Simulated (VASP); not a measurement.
# HfC (I4/mmm) in VASP: a series of runs

The runs below take HfC through single point, with PBEsol.

Program: VASP 6.6.1. These are calculated values, not measurements. Logs are shortened: lines on timing, memory, paths and dates and some standing lists are left out, and cuts for length are marked.

**1. The cell of the first run**

It takes space group I4/mmm (No. 139, tetragonal). Conventional cell: a = 3.436 Å, b = 3.436 Å, c = 4.650 Å, α = 90.00°, β = 90.00°, γ = 90.00°. Hf (site symmetry 4/mmm) has 6 C at 2.33 to 2.43 Å within 3.1 Å. C (site symmetry 4/mmm) has 6 Hf at 2.33 to 2.43 Å within 3.1 Å.

**2. Single point, PBEsol (strain +0.0450 x Voigt [1, 1, 0, 0, 0, 0])**

INCAR reads:

```
SYSTEM = HfC
ALGO = Normal
EDIFF = 1E-6
ENCUT = 520
GGA = PS
ISIF = 2
ISMEAR = 0
LASPH = .TRUE.
LCHARG = .FALSE.
LREAL = .FALSE.
LWAVE = .FALSE.
NBANDS = 14
NELM = 100
PREC = Accurate
SIGMA = 0.15
```

KPOINTS reads:

```
k-points
0
G
  18 18 18
  0 0 0
```

POSCAR reads:

```
HfC
1.0
    0.0000000000      2.4296250000      2.3250000000
    2.4296250000      0.0000000000      2.3250000000
    2.4296250000      2.4296250000      0.0000000000
Hf C
1 1
Direct
    0.5000000000      0.5000000000      0.5000000000
    0.0000000000      0.0000000000      0.0000000000
```

Potentials or basis: VASP PAW PBE potentials, release 64 (Hf_pv, C).

On the command line:

```bash
cat potpaw_PBE.64/Hf_pv/POTCAR potpaw_PBE.64/C/POTCAR > POTCAR
mpirun -np 1 vasp_std > vasp.out
```

OUTCAR:

```text
SYSTEM = HfC
   EDIFF = 1E-6
   ENCUT = 520
   GGA = PS
   ISIF = 2
   ISMEAR = 0
   LASPH = .TRUE.
   LREAL = .FALSE.
   NELM = 100
   PREC = Accurate

 ion  position               nearest neighbor table
   1  0.500  0.500  0.500-   2 2.33   2 2.33   2 2.43   2 2.43   2 2.43   2 2.43
   2  0.000  0.000  0.000-   1 2.33   1 2.33   1 2.43   1 2.43   1 2.43   1 2.43

  LATTYP: Found a body centered tetragonal cell.
 ALAT       =     3.4360086265
 C/A-ratio  =     1.3533144138

  Lattice vectors:

 A1 = (   0.0000000000,  -2.4296250000,  -2.3250000000)
 A2 = (   0.0000000000,   2.4296250000,  -2.3250000000)
 A3 = (   2.4296250000,   0.0000000000,   2.3250000000)

Analysis of symmetry for initial positions (statically):
=====================================================================
 Subroutine PRICEL returns:
 Original cell was already a primitive cell.

 Routine SETGRP: Setting up the symmetry group for a
 body centered tetragonal supercell.

 Subroutine GETGRP returns: Found 16 space group operations
 (whereof 16 operations were pure point group operations)
 out of a pool of 16 trial point group operations.

The static configuration has the point symmetry D_4h.

Analysis of symmetry for dynamics (positions and initial velocities):
=====================================================================
 Subroutine PRICEL returns:
 Original cell was already a primitive cell.

 Routine SETGRP: Setting up the symmetry group for a
 body centered tetragonal supercell.

 Subroutine GETGRP returns: Found 16 space group operations
 (whereof 16 operations were pure point group operations)
 out of a pool of 16 trial point group operations.

The dynamic configuration has the point symmetry D_4h.

 Subroutine INISYM returns: Found 16 space group operations
 (whereof 16 operations are pure point group operations),
 and found     1 'primitive' translations

----------------------------------------------------------------------------------------

                                     Primitive cell

  volume of cell :      27.4493

  direct lattice vectors                    reciprocal lattice vectors
     0.000000000  2.429625000  2.325000000    -0.205793075  0.205793075  0.215053763
     2.429625000  0.000000000  2.325000000     0.205793075 -0.205793075  0.215053763
     2.429625000  2.429625000  0.000000000     0.205793075  0.205793075 -0.215053763

  length of vectors
     3.362841453  3.362841453  3.436008626     0.361869729  0.361869729  0.361869729

  position of ions in fractional coordinates (direct lattice)
     0.500000000  0.500000000  0.500000000
     0.000000000  0.000000000  0.000000000

  ion indices of the primitive-cell ions
   primitive index   ion index
                 1           1
                 2           2

----------------------------------------------------------------------------------------

 KPOINTS: k-points

Automatic generation of k-mesh.
 Grid dimensions read from file:
 generate k-points for:   18   18   18

 Generating k-lattice:

  Cartesian coordinates                     Fractional coordinates (reciprocal lattice)
    -0.011432949  0.011432949  0.011947431     0.055555556  0.000000000  0.000000000
     0.011432949 -0.011432949  0.011947431     0.000000000  0.055555556  0.000000000
     0.011432949  0.011432949 -0.011947431    -0.000000000 -0.000000000  0.055555556

  Length of vectors
     0.020103874  0.020103874  0.020103874

  Shift w.r.t. Gamma in fractional coordinates (k-lattice)
     0.000000000  0.000000000  0.000000000

 Subroutine IBZKPT returns following result:
 ===========================================

 Found    480 irreducible k-points:

 Following reciprocal coordinates:
            Coordinates               Weight
  0.000000  0.000000  0.000000      1.000000
  0.055556  0.000000  0.000000      8.000000
  0.111111  0.000000  0.000000      8.000000
  0.166667  0.000000  0.000000      8.000000
  0.222222  0.000000  0.000000      8.000000
  0.277778  0.000000  0.000000      8.000000
[... 16 lines left out ...]
 -0.277778  0.055556  0.000000      8.000000
 -0.222222  0.055556  0.000000      8.000000
 [... further k-points ...]
   k-points           NKPTS =    480   k-points in BZ     NKDIM =    480   number of bands    NBANDS=     14
   number of dos      NEDOS =    301   number of ions     NIONS =      2
   total plane-waves  NPLWV =  21952
   dimension x,y,z NGX =    28 NGY =   28 NGZ =   28
   dimension x,y,z NGXF=    56 NGYF=   56 NGZF=   56
   ions per type =               1   1
   NGX,Y,Z   is equivalent  to a cutoff of  13.84, 13.84, 13.55 a.u.
   NGXF,Y,Z  is equivalent  to a cutoff of  27.68, 27.68, 27.09 a.u.
 SYSTEM =  HfC
   PREC   = accura    normal or accurate (medium, high low for compatibility)
   ISTART =      0    job   : 0-new  1-cont  2-samecut
   ICHARG =      2    charge: 1-file 2-atom 10-const
   ISPIN  =      1    spin polarized calculation?
   LNONCOLLINEAR =      F non collinear calculations
   LSORBIT =      F    spin-orbit coupling
   LASPH  =      T    aspherical Exc in radial PAW
   ENCUT  =  520.0 eV  38.22 Ry    6.18 a.u.   6.25  6.25  6.39*2*pi/ulx,y,z
   NELM   =    100;   NELMIN=  2; NELMDL= -5     # of ELM steps
   EDIFF  = 0.1E-05   stopping-criterion for ELM
   LREAL  =      F    real-space projection
   EDIFFG = 0.1E-04   stopping-criterion for IOM
   NSW    =      0    number of steps for IOM
   IBRION =     -1    ionic relax: 0-MD 1-quasi-New 2-CG
   NFREE  =      0    steps in history (QN), initial steepest desc. (CG)
   ISIF   =      2    stress and relaxation
   ISYM   =      2    0-nonsym 1-usesym 2-fastsym
   POTIM  = 0.5000    time-step for ionic-motion
   TEBEG  =    0.0;   TEEND  =   0.0 temperature during run
   PSTRESS=    0.0 pullay stress
   NELECT =      14.0000    total number of electrons
   NUPDOWN=      -1.0000    fix difference up-down
   EMIN   =  10.00;   EMAX   =-10.00  energy-range for DOS
   EFERMI =   0.00;   METHOD = LEGACY
   ISMEAR =     0;   SIGMA  =   0.15  broadening in eV -4-tet -1-fermi 0-gaus
   EFERMI_NEDOS =   21; number of points for ismear=-14 and -15
   IALGO  =     38    algorithm
   IMIX   =      4    mixing-type and parameters
     AMIX     =   0.40;   BMIX     =  1.00
     AMIX_MAG =   1.60;   BMIX_MAG =  1.00
  volume/ion in A,a.u.               =      13.72        92.62
  Fermi-wavevector in a.u.,A,eV,Ry     =   1.307998  2.471758 23.277641  1.710858
  Thomas-Fermi vector in A             =   2.438695
   LORBIT       =      0    0 simple, 1 ext, 2 COOP (PROOUT), +10 PAW based schemes
   GGA     = PS    functional components
   LHFCALC =     F    Hartree Fock is set to
   AEXX    =    0.0000 exact exchange contribution
   IVDW    =     0    specifies the selected vdW correction
   LEPSILON=     F    determine dielectric tensor
   LRPA    =     F    only Hartree local field effects (RPA)
 non-spin polarized calculation
 Gauss-broadening in eV      SIGMA  =   0.15
  energy-cutoff  :      520.00
  volume of cell :       27.45
 maximum number of plane-waves:       758
 NGX is ok and might be reduce to    28
   NGX = 13   NGY = 13   NGZ = 13

 number of electron      14.0000000 magnetization

 Free energy of the ion-electron system (eV)
  ---------------------------------------------------
  ext. energy  EPLUGINS =         0.00000000
  ---------------------------------------------------
  free energy    TOTEN  =       -21.92279862 eV

  energy without entropy =      -21.91949256  energy(sigma->0) =      -21.92114559

 E-fermi :   5.1543     XC(G=0): -11.9903

 val. band max:        5.1541608733   @ k =   0.5000   0.4444   0.0556
 cond. band min:       5.1657607656   @ k =   0.3333  -0.0000   0.2778
 fundamental gap:      0.0115998923
 Fermi energy:         5.1542887183

 k-point     1 :       0.0000    0.0000    0.0000
  band No.  band energies     occupation
      1     -24.7879      2.00000
      2     -24.7879      2.00000
      3     -24.7252      2.00000
      4      -6.6970      2.00000
      5       6.0737      0.00000
      6       6.0737      0.00000
      7       6.2475      0.00000
      8       6.3335      0.00000
      9       6.3335      0.00000
     10       6.7465      0.00000
     11       7.9791      0.00000
     12       8.3011      0.00000
     13      11.2171      0.00000
     14      15.8574      0.00000

 k-point     2 :       0.0556    0.0000    0.0000
  band No.  band energies     occupation
      1     -24.7986      2.00000
      2     -24.7900      2.00000
      3     -24.7311      2.00000
      4      -6.6281      2.00000
      5       5.4924      0.00143
      6       5.6338      0.00001
      7       5.8147      0.00000
      8       6.5468      0.00000
      9       6.6909      0.00000
     10       6.9572      0.00000
     11       8.3525      0.00000
     12       8.6806      0.00000
     13      11.4118      0.00000
     14      16.0546      0.00000

 k-point     3 :       0.1111    0.0000    0.0000
  band No.  band energies     occupation
      1     -24.8351      2.00000
      2     -24.7960      2.00000
      3     -24.7419      2.00000
      4      -6.4255      2.00000
      5       4.6121      2.00000
      6       4.9781      1.90338
      7       5.1673      0.90217
      8       6.8206      0.00000
      9       6.9657      0.00000
     10       7.2495      0.00000
     11       9.1691      0.00000
     12       9.5153      0.00000
     13      11.9264      0.00000
     14      16.6084      0.00000

 k-point     4 :       0.1667    0.0000    0.0000
  band No.  band energies     occupation
      1     -24.8976      2.00000
      2     -24.8052      2.00000
      3     -24.7513      2.00000
      4      -6.1006      2.00000
      5       3.6677      2.00000
      6       4.3365      2.00000
      7       4.5082      2.00000
      8       7.1907      0.00000
      9       7.3022      0.00000
     10       7.4869      0.00000
     11      10.1453      0.00000
     12      10.5099      0.00000
     13      12.6095      0.00000
     14      17.3864      0.00000

 k-point     5 :       0.2222    0.0000    0.0000
  band No.  band energies     occupation
      1     -24.9763      2.00000
      2     -24.8164      2.00000
      3     -24.7593      2.00000
      4      -5.6714      2.00000
      5       2.7197      2.00000
      6       3.7640      2.00000
      7       3.9102      2.00000
      8       7.6716      0.00000
      9       7.7284      0.00000
     10       7.7401      0.00000
     11      11.1786      0.00000
[... 276 lines left out ...]
 k-point    22 :      -0.3333    0.0556    0.0000
  band No.  band energies     occupation
      1     -25.1548      2.00000
      2     -24.8389      2.00000
      3     -24.7900      2.00000
      4      -4.4493      2.00000
      5       0.7169      2.00000
      6       2.7575      2.00000
      7       3.0388      2.00000
      8       8.5317      0.00000
      9       8.7525      0.00000
     10       9.4337      0.00000
     11      13.1764      0.00000
     12      13.7206      0.00000
     13      13.9747      0.00000
     14      17.7194      0.00000

 k-point    23 :      -0.2778    0.0556    0.0000
  band No.  band energies     occupation
      1     -25.0834      2.00000
      2     -24.8269      2.00000
      3     -24.7837      2.00000
      4      -4.9955      2.00000
      5       1.5012      2.00000
      6       3.0752      2.00000
      7       3.4295      2.00000
      8       8.0777      0.00000
      9       8.1123      0.00000
     10       8.9523      0.00000
     11      12.6608      0.00000
     12      13.0722      0.00000
     13      13.4688      0.00000
     14      17.9495      0.00000

 k-point    24 :      -0.2222    0.0556    0.0000
  band No.  band energies     occupation
      1     -25.0041      2.00000
      2     -24.8146      2.00000
      3     -24.7748      2.00000
      4      -5.5073      2.00000
      5       2.3514      2.00000
      6       3.4963      2.00000
      7       3.8986      2.00000
      8       7.5287      0.00000
      9       7.7476      0.00000
     10       8.4589      0.00000
     11      11.6168      0.00000
     12      12.0685      0.00000
     13      13.1901      0.00000
     14      18.2047      0.00000

 [... further k-points ...]

------------------------ aborting loop because EDIFF is reached ----------------------------------------

  FORCE on cell =-STRESS in cart. coord.  units (eV):
  Direction    XX          YY          ZZ          XY          YZ          ZX
  --------------------------------------------------------------------------------------
  -------------------------------------------------------------------------------------
  Total       -4.5973873     -4.5973873     -2.5185339      0.0000000      0.0000000      0.0000000
  in kB     -268.3429745   -268.3429745   -147.0032483      0.0000000      0.0000000      0.0000000
  external PRESSURE =    -227.8963991 kB  Pullay stress =       0.0000000 kB

 VOLUME and BASIS-vectors are now :
 -----------------------------------------------------------------------------
  energy-cutoff  :      520.00
  volume of cell :       27.45
      direct lattice vectors                 reciprocal lattice vectors
     0.000000000  2.429625000  2.325000000    -0.205793075  0.205793075  0.215053763
     2.429625000  0.000000000  2.325000000     0.205793075 -0.205793075  0.215053763
     2.429625000  2.429625000  0.000000000     0.205793075  0.205793075 -0.215053763

 POSITION                                       TOTAL-FORCE (eV/Angst)
 -----------------------------------------------------------------------------------
      2.42963      2.42963      2.32500         0.000000      0.000000      0.000000
      0.00000      0.00000      0.00000        -0.000000     -0.000000     -0.000000
 -----------------------------------------------------------------------------------
    total drift:                                0.000000      0.000000      0.000000

  FREE ENERGIE OF THE ION-ELECTRON SYSTEM (eV)
  ---------------------------------------------------
  free  energy   TOTEN  =       -21.9227986203 eV

  energy  without entropy=      -21.9194925634  energy(sigma->0) =      -21.92114559
```

Run time: 2.2 min. Hardware: 1 thread of Intel Xeon Platinum 8375C at 2.90GHz (Ice Lake), shared host; peak memory 0.32 GiB.

Results:

| Quantity | Value |
| --- | --- |
| Free energy | -21.9228 eV |
| Pressure | -22.8 GPa |
| Band gap on the k mesh | zero (band 7 reaches 6.25 eV, above the bottom of band 8 at 4.55 eV) |

Caveat: the cell differs from its parent crystal (strain +0.0450 x Voigt [1, 1, 0, 0, 0, 0]); the PAW data sets were made with another functional, which shifts forces and pressure a little; spin-orbit coupling is left out, which moves the levels of the heavy elements.

**3. Single point, PBEsol (strain +0.0525 x Voigt [1, 1, 0, 0, 0, 0])**

INCAR reads:

```
SYSTEM = HfC
ALGO = Normal
EDIFF = 1E-6
ENCUT = 520
GGA = PS
ISIF = 2
ISMEAR = 0
LASPH = .TRUE.
LCHARG = .TRUE.
LELF = .TRUE.
LREAL = .FALSE.
LVHAR = .TRUE.
LWAVE = .FALSE.
NBANDS = 14
NELM = 80
PREC = Accurate
SIGMA = 0.15
```

KPOINTS is that of step 2.

POSCAR reads:

```
HfC
1.0
    0.0000000000      2.4470625000      2.3250000000
    2.4470625000      0.0000000000      2.3250000000
    2.4470625000      2.4470625000      0.0000000000
Hf C
1 1
Direct
    0.5000000000      0.5000000000      0.5000000000
    0.0000000000      0.0000000000      0.0000000000
```

Potentials or basis: VASP PAW PBE potentials, release 64 (Hf_pv, C).

On the command line:

```bash
cat potpaw_PBE.64/Hf_pv/POTCAR potpaw_PBE.64/C/POTCAR > POTCAR
mpirun -np 1 vasp_std > vasp.out
```

Run time: 2.2 min. Hardware: 1 thread of Intel Xeon Platinum 8375C at 2.90GHz (Ice Lake), shared host; peak memory 0.31 GiB.

It converged, with:

```yaml
Free_energy: -21.8539 eV
Pressure: -24.7 GPa
Band_gap_on_the_k_mesh: zero (band 7 reaches 6.15 eV, above the bottom of band 8 at 4.41 eV)
```

Stress tensor (GPa, compression positive):
```
-29.08   0.00   0.00
  0.00 -29.08   0.00
  0.00   0.00 -15.82
```

Levels at points of the mesh, in eV from the Fermi level:
```
           k point  band 5  band 6  band 7  band 8  band 9  band 10
(0.00, 0.00, 0.00)    0.90    0.90    1.10    1.15    1.15     1.62
(0.50, 0.00, 0.00)   -5.73   -2.72   -2.65    4.51    4.93     5.20
(0.50, 0.50, 0.00)   -2.31   -1.58   -0.36   -0.36    4.74     5.92
(0.50, 0.00, 0.50)   -2.80   -1.46   -0.12   -0.01    4.56     5.64
```

Caveat: the cell differs from its parent crystal (strain +0.0525 x Voigt [1, 1, 0, 0, 0, 0]); the PAW data sets were made with another functional, which shifts forces and pressure a little; spin-orbit coupling is left out, which moves the levels of the heavy elements.

**4. Single point, PBEsol (strain +0.0600 x Voigt [1, 1, 0, 0, 0, 0])**

INCAR reads:

```
PREC     = Accurate       # precision mode
ENCUT    = 520            # plane-wave cutoff, eV
EDIFF    = 1E-7           # SCF threshold, eV
ISMEAR   = 0              # smearing method
SIGMA    = 0.15           # smearing width, eV
LREAL    = False          # projectors in reciprocal space
LASPH    = True           # aspherical terms in the spheres
NELM     = 100            # most SCF steps
ALGO     = Normal         # electronic algorithm
ISIF     = 2              # what is computed and relaxed
LWAVE    = False          # write WAVECAR
LCHARG   = False          # write CHGCAR
GGA      = PS             # functional
NBANDS   = 14             # bands
```

KPOINTS reads:

```
Automatic mesh
0
Gamma
  18 18 18
```

POSCAR reads:

```
HfC
1.0
    0.0000000000      2.4645000000      2.3250000000
    2.4645000000      0.0000000000      2.3250000000
    2.4645000000      2.4645000000      0.0000000000
Hf C
1 1
Direct
    0.5000000000      0.5000000000      0.5000000000
    0.0000000000      0.0000000000      0.0000000000
```

On the command line:

```bash
cat potpaw_PBE.64/Hf_pv/POTCAR potpaw_PBE.64/C/POTCAR > POTCAR
mpirun -np 1 vasp_std > vasp.out
```

It took 2.4 min on 1 thread of Intel Xeon Platinum 8375C at 2.90GHz (Ice Lake), shared host; peak memory 0.31 GiB.

The run converged. Its results:

```yaml
Free_energy: -21.7792 eV
Pressure: -26.3 GPa
Band_gap_on_the_k_mesh: zero (band 7 reaches 6.05 eV, above the bottom of band 8 at 4.28 eV)
```

Stress tensor (GPa, compression positive):
```
-31.08   0.00   0.00
  0.00 -31.08   0.00
  0.00   0.00 -16.89
```

Levels at points of the mesh, in eV from the Fermi level:
| k point | band 3 | band 4 | band 5 | band 6 | band 7 | band 8 | band 9 | band 10 | band 11 | band 12 |
| --- | --- | --- | --- | --- | --- | --- | --- | --- | --- | --- |
| (0.00, 0.00, 0.00) | -30.00 | -11.72 | 0.89 | 0.89 | 1.10 | 1.13 | 1.13 | 1.65 | 2.66 | 2.97 |
| (0.50, 0.00, 0.00) | -30.06 | -8.53 | -5.67 | -2.69 | -2.61 | 4.40 | 4.88 | 5.13 | 5.90 | 9.38 |
| (0.50, 0.50, 0.00) | -30.27 | -9.82 | -2.27 | -1.55 | -0.39 | -0.39 | 4.66 | 5.82 | 5.82 | 6.80 |
| (0.50, 0.00, 0.50) | -30.17 | -9.93 | -2.82 | -1.41 | -0.12 | 0.00 | 4.44 | 5.50 | 6.07 | 7.01 |

Caveat: the cell differs from its parent crystal (strain +0.0600 x Voigt [1, 1, 0, 0, 0, 0]); the PAW data sets were made with another functional, which shifts forces and pressure a little; spin-orbit coupling is left out, which moves the levels of the heavy elements.

**5. Overview**

| cell | gap on the mesh (eV) | pressure (GPa) |
| --- | --- | --- |
| a = 3.363, b = 3.363, c = 3.436 Å, angles 59.3, 59.3, 61.4°, 2 atoms | none | -22.8 |
| a = 3.375, b = 3.375, c = 3.461 Å, angles 59.2, 59.2, 61.7°, 2 atoms | none | -24.7 |
| a = 3.388, b = 3.388, c = 3.485 Å, angles 59.0, 59.0, 61.9°, 2 atoms | none | -26.3 |

Alike in all rows: task single point; level PBEsol; potentials or basis VASP PAW PBE potentials, release 64 (Hf_pv, C); no spin polarisation; k mesh 18 × 18 × 18; cutoff (eV) 520; smearing gaussian 0.15 eV.

Caveats: the PAW data sets were made with another functional, which shifts forces and pressure a little; spin-orbit coupling is left out, which moves the levels of the heavy elements.

Absolute energies hang on the potentials; compare differences alone.
